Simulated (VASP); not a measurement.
Tl, 2 atoms in the cell. It takes space group P6_3/mmc (No. 194, hexagonal). Conventional cell: a = 3.444 Å, b = 3.444 Å, c = 5.507 Å, α = 90.00°, β = 90.00°, γ = 120.00°. Within 4.5 Å of Tl (site symmetry -6m2) lie 12 Tl at 3.40 to 3.44 Å.  This cell differs from its parent crystal: volume scaled by 0.99.

| Quantity | Value |
| --- | --- |
| Program | VASP 6.6.1 |
| Task | single point |
| Functional | LDA |
| Potentials or basis | VASP PAW LDA potentials, release 64 (Tl_d) |
| Cutoff | 520 eV |
| k mesh | 11 × 11 × 6 |
| Occupations | fermi-dirac, width 0.05 eV |
| Spin | no spin polarisation |
| Dipole correction | no |
| Further INCAR settings | ALGO = Normal; EDIFF = 1e-06; NBANDS = 20 |

Potentials or basis: VASP PAW LDA potentials, release 64 (Tl_d).

Run with:

```bash
$ cat potpaw_LDA.64/Tl_d/POTCAR > POTCAR
$ mpirun -np 1 vasp_std > vasp.out
```

Hardware: 1 thread of Intel(R) Xeon(R) 6975P-C (Granite Rapids) (shared host).

Problem. How long does it take, and how much memory?

Solution. Run time: 19 s on 1 thread of Intel(R) Xeon(R) 6975P-C (Granite Rapids) (shared host), peak memory 0.18 GiB. Counts: scf iterations 10, k points 64.
